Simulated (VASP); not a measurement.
# Si (P1) in VASP: further runs

Runs on Si. Level: LDA. Tasks: single point.

Program: VASP 6.6.1. These are calculated values, not measurements. Logs are shortened: lines on timing, memory, paths and dates and some standing lists are left out, and cuts for length are marked.

**1. The cell of the first run**

The typed cell holds 16 atoms: a = 5.688 Å, b = 5.688 Å, c = 12.288 Å, α = 90.00°, β = 90.00°, γ = 109.47°.

**2. Single point, LDA (the distance across one plane changed)**

File INCAR:

```
SYSTEM = Si
  PREC = Accurate
  ENCUT = 500
  EDIFF = 1E-6
  ISMEAR = 0
  SIGMA = 0.15
  LREAL = .FALSE.
  LASPH = .TRUE.
  NELM = 120
  ALGO = Normal
  ISIF = 2
  LWAVE = .FALSE.
  LCHARG = .TRUE.
  GGA = CA
  LELF = .TRUE.
  LVHAR = .TRUE.
  NBANDS = 46
  GGA_COMPAT = .FALSE.
```

File KPOINTS:

```
Automatic mesh
0
G
  7 7 4
  0 0 0
```

File POSCAR:

```
Si
1.0
   -3.2836945321      3.2836945321     -3.2836945321
   -3.2836945321     -3.2836945321      3.2836945321
    0.0000000000      8.6887094078      8.6887094078
Si
16
Direct
    0.8977581535      0.8977581535      0.6055456518
    0.3977581535      0.3977581535      0.2276190372
    0.2500000000      0.9544836931      0.7172291293
    0.7500000000      0.4544836931      0.3393025146
    0.6477581535      0.1477581535      0.6399492994
    0.1477581535      0.6477581535      0.2620226848
    0.7044836931      0.5000000000      0.5282658219
    0.2044836931      0.0000000000      0.1503392073
    0.6022418465      0.6022418465      0.0730593775
    0.1022418465      0.1022418465      0.4509859921
    0.2500000000      0.5455163069      0.7172291293
    0.7500000000      0.0455163069      0.3393025146
    0.8522418465      0.3522418465      0.0386557298
    0.3522418465      0.8522418465      0.4165823445
    0.2955163069      0.5000000000      0.5282658219
    0.7955163069      0.0000000000      0.1503392073
```

Potentials or basis: VASP PAW LDA potentials, release 64 (Si).

Command:

```sh
cat potpaw_LDA.64/Si/POTCAR > POTCAR
mpirun -np 1 vasp_std > vasp.out
```

OUTCAR:

```text
SYSTEM = Si
   PREC = Accurate
   ENCUT = 500
   EDIFF = 1E-6
   ISMEAR = 0
   LREAL = .FALSE.
   LASPH = .TRUE.
   NELM = 120
   ISIF = 2
   GGA = CA

 ion  position               nearest neighbor table
   1  0.898  0.898  0.606-  10 2.33   5 2.36   3 2.36   7 2.36
   2  0.398  0.398  0.228-   9 2.33   4 2.36   6 2.36   8 2.36
   3  0.250  0.954  0.717-  11 2.33   1 2.36   5 2.36
   4  0.750  0.454  0.339-  12 2.33   2 2.36   7 2.36   6 2.36
   5  0.648  0.148  0.640-   1 2.36   7 2.36   3 2.36
   6  0.148  0.648  0.262-  14 2.33   4 2.36   2 2.36   8 2.36
   7  0.704  0.500  0.528-  15 2.33   4 2.36   5 2.36   1 2.36
   8  0.204  0.000  0.150-  16 2.33   6 2.36   2 2.36
   9  0.602  0.602  0.073-   2 2.33  16 2.36  13 2.36
  10  0.102  0.102  0.451-   1 2.33  15 2.36  14 2.36  12 2.36
  11  0.250  0.546  0.717-   3 2.33  15 2.36
  12  0.750  0.046  0.339-   4 2.33  16 2.36  10 2.36  14 2.36
  13  0.852  0.352  0.039-  16 2.36   9 2.36
  14  0.352  0.852  0.417-   6 2.33  15 2.36  10 2.36  12 2.36
  15  0.296  0.500  0.528-   7 2.33  14 2.36  10 2.36  11 2.36
  16  0.796  0.000  0.150-   8 2.33  12 2.36   9 2.36  13 2.36

  LATTYP: Found a base centered orthorhombic cell.
 ALAT       =     6.5673890642
 B/A-ratio  =     1.4142135624
 C/A-ratio  =     1.8710161015

  Lattice vectors:

 A1 = (  -3.2836945321,   3.2836945321,  -3.2836945321)
 A2 = (  -3.2836945321,  -3.2836945321,   3.2836945321)
 A3 = (   0.0000000000,   8.6887094078,   8.6887094078)

Analysis of symmetry for initial positions (statically):
=====================================================================
 Subroutine PRICEL returns:
 Original cell was already a primitive cell.

 Routine SETGRP: Setting up the symmetry group for a
 base centered orthorhombic supercell.

 Subroutine GETGRP returns: Found  1 space group operations
 (whereof  1 operations were pure point group operations)
 out of a pool of  8 trial point group operations.

The static configuration has the point symmetry C_1 .

Analysis of symmetry for dynamics (positions and initial velocities):
=====================================================================
 Subroutine PRICEL returns:
 Original cell was already a primitive cell.

 Routine SETGRP: Setting up the symmetry group for a
 base centered orthorhombic supercell.

 Subroutine GETGRP returns: Found  1 space group operations
 (whereof  1 operations were pure point group operations)
 out of a pool of  8 trial point group operations.

The dynamic configuration has the point symmetry C_1 .

[... 133 lines left out ...]
   ISYM   =      2    0-nonsym 1-usesym 2-fastsym
   POTIM  = 0.5000    time-step for ionic-motion
   TEBEG  =    0.0;   TEEND  =   0.0 temperature during run
   PSTRESS=    0.0 pullay stress
   NELECT =      64.0000    total number of electrons
   NUPDOWN=      -1.0000    fix difference up-down
   EMIN   =  10.00;   EMAX   =-10.00  energy-range for DOS
   EFERMI =   0.00;   METHOD = LEGACY
   ISMEAR =     0;   SIGMA  =   0.15  broadening in eV -4-tet -1-fermi 0-gaus
   EFERMI_NEDOS =   21; number of points for ismear=-14 and -15
   IALGO  =     38    algorithm
   IMIX   =      4    mixing-type and parameters
     AMIX     =   0.40;   BMIX     =  1.00
     AMIX_MAG =   1.60;   BMIX_MAG =  1.00
  volume/ion in A,a.u.               =      23.42       158.06
  Fermi-wavevector in a.u.,A,eV,Ry     =   0.908283  1.716406 11.224510  0.824978
  Thomas-Fermi vector in A             =   2.032191
   LORBIT       =      0    0 simple, 1 ext, 2 COOP (PROOUT), +10 PAW based schemes
   GGA     = CA    functional components
   LHFCALC =     F    Hartree Fock is set to
   AEXX    =    0.0000 exact exchange contribution
   IVDW    =     0    specifies the selected vdW correction
   LEPSILON=     F    determine dielectric tensor
   LRPA    =     F    only Hartree local field effects (RPA)
 non-spin polarized calculation
 Gauss-broadening in eV      SIGMA  =   0.15
  energy-cutoff  :      500.00
  volume of cell :      374.75
 maximum number of plane-waves:      9544
 NGX is ok and might be reduce to    42
   NGX = 21   NGY = 21   NGZ = 45

 number of electron      64.0000000 magnetization

 Free energy of the ion-electron system (eV)
  ---------------------------------------------------
  ext. energy  EPLUGINS =         0.00000000
  ---------------------------------------------------
  free energy    TOTEN  =       -86.19985574 eV

  energy without entropy =      -86.09808584  energy(sigma->0) =      -86.14897079

 E-fermi :   4.1751     XC(G=0):  -8.8190

 val. band max:        4.1719437982   @ k =   0.2857  -0.4286   0.5000
 cond. band min:       4.1790850359   @ k =   0.1429  -0.1429   0.2500
 fundamental gap:      0.0071412377
 Fermi energy:         4.1751426920

 k-point     1 :       0.0000    0.0000    0.0000
  band No.  band energies     occupation
      1      -8.0680      2.00000
      2      -7.0707      2.00000
      3      -5.6801      2.00000
      4      -4.3615      2.00000
      5      -4.3260      2.00000
      6      -4.1320      2.00000
[... 1117 lines left out ...]
     43       7.1020      0.00000
     44       7.1752      0.00000

 [... further k-points ...]

 [bands above 44 left out]

------------------------ aborting loop because EDIFF is reached ----------------------------------------

  FORCE on cell =-STRESS in cart. coord.  units (eV):
  Direction    XX          YY          ZZ          XY          YZ          ZX
  --------------------------------------------------------------------------------------
  -------------------------------------------------------------------------------------
  Total       -5.2811484     -2.7875499     -5.2051991      0.5552651      1.4497551      0.8772733
  in kB      -22.5786613    -11.9177005    -22.2539529      2.3739424      6.1981839      3.7506345
  external PRESSURE =     -18.9167716 kB  Pullay stress =       0.0000000 kB

 VOLUME and BASIS-vectors are now :
 -----------------------------------------------------------------------------
  energy-cutoff  :      500.00
  volume of cell :      374.75
      direct lattice vectors                 reciprocal lattice vectors
    -3.283694532  3.283694532 -3.283694532    -0.152267513  0.076133757 -0.076133757
    -3.283694532 -3.283694532  3.283694532    -0.152267513 -0.076133757  0.076133757
     0.000000000  8.688709408  8.688709408     0.000000000  0.057545946  0.057545946

 POSITION                                       TOTAL-FORCE (eV/Angst)
 -----------------------------------------------------------------------------------
     -5.89593      5.26141      5.26141        -0.061839      0.025134      0.239689
     -2.61223      1.97772      1.97772         0.173635      0.054427     -0.027117
     -3.95516      3.91849      8.54510        -0.676824     -0.194554     -0.225360
     -3.95516      3.91849      1.97772        -0.218957     -0.158947     -0.063203
     -2.61223      7.20218      3.91849         0.091282      0.053952     -0.127195
     -2.61223      0.63479      3.91849         0.273144     -0.403054     -0.097895
[... 8 lines left out ...]
     -2.61223      3.91849      5.26141         0.006289     -0.287695      0.258963
     -2.61223      3.91849     -1.30598         0.260774     -0.631463     -0.282870
 -----------------------------------------------------------------------------------
    total drift:                                0.000020      0.000018      0.000027

  FREE ENERGIE OF THE ION-ELECTRON SYSTEM (eV)
  ---------------------------------------------------
  free  energy   TOTEN  =       -86.1998557445 eV

  energy  without entropy=      -86.0980858442  energy(sigma->0) =      -86.14897079
```

stdout:

```text
POSCAR found type information on POSCAR Si
 POSCAR found :  1 types and      16 ions
 scaLAPACK will be used
 LDA part: xc-table for (Slater(with rela. corr.)+CA(PZ))
 , standard interpolation
 POSCAR, INCAR and KPOINTS ok, starting setup
 FFT: planning ... GRIDC
 FFT: planning ... GRID_SOFT
 FFT: planning ... GRID
 WAVECAR not read
 entering main loop
```

Wall time 18 min (1 thread of Intel Xeon 6975P-C (Granite Rapids), shared host); peak memory 1 GiB.

Results:

```
Free energy            : -86.1999 eV
Pressure               : -1.9 GPa
Largest force          : 0.955 eV/Å
Band gap on the k mesh : zero (bands 32 and 33 overlap by 0.23 eV)
```

Forces on the atoms (eV/Å):
```
Si  -0.062  0.025  0.240
Si   0.174  0.054 -0.027
Si  -0.677 -0.195 -0.225
Si  -0.219 -0.159 -0.063
Si   0.091  0.054 -0.127
Si   0.273 -0.403 -0.098
Si  -0.041  0.459  0.364
Si  -0.197  0.270 -0.149
Si   0.149  0.207 -0.118
Si  -0.116 -0.076 -0.146
Si   0.903  0.233 -0.209
Si   0.128  0.233  0.040
Si  -0.446 -0.017  0.362
Si  -0.228  0.232  0.179
Si   0.006 -0.288  0.259
Si   0.261 -0.631 -0.283
```

Caveat: the cell differs from its parent crystal (the distance across one plane changed); semilocal functionals underestimate gaps, and a narrow one can read as zero.

**3. Single point, LDA (the distance across one plane changed)**

File INCAR:

```
SYSTEM = Si
PREC = Accurate
ENCUT = 500
EDIFF = 1E-6
ISMEAR = 0
SIGMA = 0.15
LREAL = .False.
LASPH = .True.
NELM = 120
ALGO = Normal
ISIF = 2
LWAVE = .False.
LCHARG = .False.
NBANDS = 46
GGA_COMPAT = .False.
```

File KPOINTS:

```
regular mesh
0
Gamma
  7 7 4
  0 0 0
```

File POSCAR:

```
Si
1.0
   -3.2836945321      3.2836945321     -3.2836945321
   -3.2836945321     -3.2836945321      3.2836945321
    0.0000000000      7.9816026266      7.9816026266
Si
16
Direct
    0.8977581535      0.8977581535      0.6591922008
    0.3977581535      0.3977581535      0.2477842812
    0.2500000000      0.9544836931      0.7807699499
    0.7500000000      0.4544836931      0.3693620303
    0.6477581535      0.1477581535      0.6966437392
    0.1477581535      0.6477581535      0.2852358195
    0.7044836931      0.5000000000      0.5750659901
    0.2044836931      0.0000000000      0.1636580704
    0.6022418465      0.6022418465      0.0795318597
    0.1022418465      0.1022418465      0.4909397794
    0.2500000000      0.5455163069      0.7807699499
    0.7500000000      0.0455163069      0.3693620303
    0.8522418465      0.3522418465      0.0420803214
    0.3522418465      0.8522418465      0.4534882410
    0.2955163069      0.5000000000      0.5750659901
    0.7955163069      0.0000000000      0.1636580704
```

Potentials or basis: VASP PAW LDA potentials, release 64 (Si).

Command:

```sh
cat potpaw_LDA.64/Si/POTCAR > POTCAR
mpirun -np 1 vasp_std > vasp.out
```

OUTCAR:

```text
SYSTEM = Si
   PREC = Accurate
   ENCUT = 500
   EDIFF = 1E-6
   ISMEAR = 0
   LREAL = .False.
   LASPH = .True.
   NELM = 120
   ISIF = 2

 ion  position               nearest neighbor table
   1  0.898  0.898  0.659-  10 2.33   7 2.36   3 2.36   5 2.36
   2  0.398  0.398  0.248-   9 2.33   6 2.36   4 2.36   8 2.36
   3  0.250  0.954  0.781-  11 2.33   5 2.36   1 2.36
   4  0.750  0.454  0.369-  12 2.33   7 2.36   2 2.36   6 2.36
   5  0.648  0.148  0.697-   3 2.36   7 2.36   1 2.36
   6  0.148  0.648  0.285-  14 2.33   2 2.36   8 2.36   4 2.36
[... 1370 lines left out ...]
  Total       -5.1213381     -4.3922730     -6.4954468      0.2109667     -0.1399371      0.4883421
  in kB      -23.8351801    -20.4420438    -30.2304087      0.9818583     -0.6512802      2.2727894
  external PRESSURE =     -24.8358775 kB  Pullay stress =       0.0000000 kB

 VOLUME and BASIS-vectors are now :
 -----------------------------------------------------------------------------
  energy-cutoff  :      500.00
  volume of cell :      344.25
      direct lattice vectors                 reciprocal lattice vectors
    -3.283694532  3.283694532 -3.283694532    -0.152267513  0.076133757 -0.076133757
    -3.283694532 -3.283694532  3.283694532    -0.152267513 -0.076133757  0.076133757
     0.000000000  7.981602627  7.981602627     0.000000000  0.062644061  0.062644061

 POSITION                                       TOTAL-FORCE (eV/Angst)
 -----------------------------------------------------------------------------------
     -5.89593      5.26141      5.26141        -0.105402      0.032182      0.209219
     -2.61223      1.97772      1.97772         0.146136      0.007423     -0.028919
     -3.95516      3.91849      8.54510        -0.585905     -0.033421      0.095402
     -3.95516      3.91849      1.97772        -0.218067     -0.157313     -0.069798
     -2.61223      7.20218      3.91849         0.144659      0.097045     -0.062576
     -2.61223      0.63479      3.91849         0.242618     -0.380815     -0.104420
[... 8 lines left out ...]
     -2.61223      3.91849      5.26141         0.091670     -0.298183      0.136631
     -2.61223      3.91849     -1.30598         0.234792     -0.586264     -0.357473
 -----------------------------------------------------------------------------------
    total drift:                               -0.000017      0.000029      0.000059

  FREE ENERGIE OF THE ION-ELECTRON SYSTEM (eV)
  ---------------------------------------------------
  free  energy   TOTEN  =       -86.8605375449 eV

  energy  without entropy=      -86.7775765679  energy(sigma->0) =      -86.81905706
```

stdout:

```text
POSCAR found type information on POSCAR Si
 POSCAR found :  1 types and      16 ions
 scaLAPACK will be used
 LDA part: xc-table for (Slater(with rela. corr.)+CA(PZ))
 , standard interpolation
 POSCAR, INCAR and KPOINTS ok, starting setup
 FFT: planning ... GRIDC
 FFT: planning ... GRID_SOFT
 FFT: planning ... GRID
 WAVECAR not read
 entering main loop
```

Wall time 51 min (1 thread of Oxide Virtual Turin-like, shared host); peak memory 0.9 GiB.

What came out:

```yaml
Free_energy: -86.8605 eV
Pressure: -2.5 GPa
Largest_force: 1.088 eV/Å
Band_gap_on_the_k_mesh: zero (bands 32 and 33 overlap by 0.50 eV)
```

Forces on the atoms (eV/Å):
```
Si  -0.105  0.032  0.209
Si   0.146  0.007 -0.029
Si  -0.586 -0.033  0.095
Si  -0.218 -0.157 -0.070
Si   0.145  0.097 -0.063
Si   0.243 -0.381 -0.104
Si  -0.051  0.463  0.358
Si  -0.157  0.162 -0.311
Si   0.145 -0.103 -0.286
Si  -0.102 -0.054 -0.153
Si   0.777  0.718  0.256
Si   0.137  0.161  0.035
Si  -0.465 -0.232  0.067
Si  -0.234  0.206  0.217
Si   0.092 -0.298  0.137
Si   0.235 -0.586 -0.357
```

Levels at points of the mesh, in eV from the Fermi level:
```
           k point  band 30  band 31  band 32  band 33  band 34  band 35
(0.00, 0.00, 0.00)    -0.67    -0.38    -0.16    -0.03     0.09     0.23
(0.00, 0.00, 0.50)    -0.81    -0.54    -0.31     0.15     0.44     0.82
```

Caveat: the cell differs from its parent crystal (the distance across one plane changed); semilocal functionals underestimate gaps, and a narrow one can read as zero; forces of over 1 eV/Å act on the atoms, so gaps and moduli don't describe the material at rest.
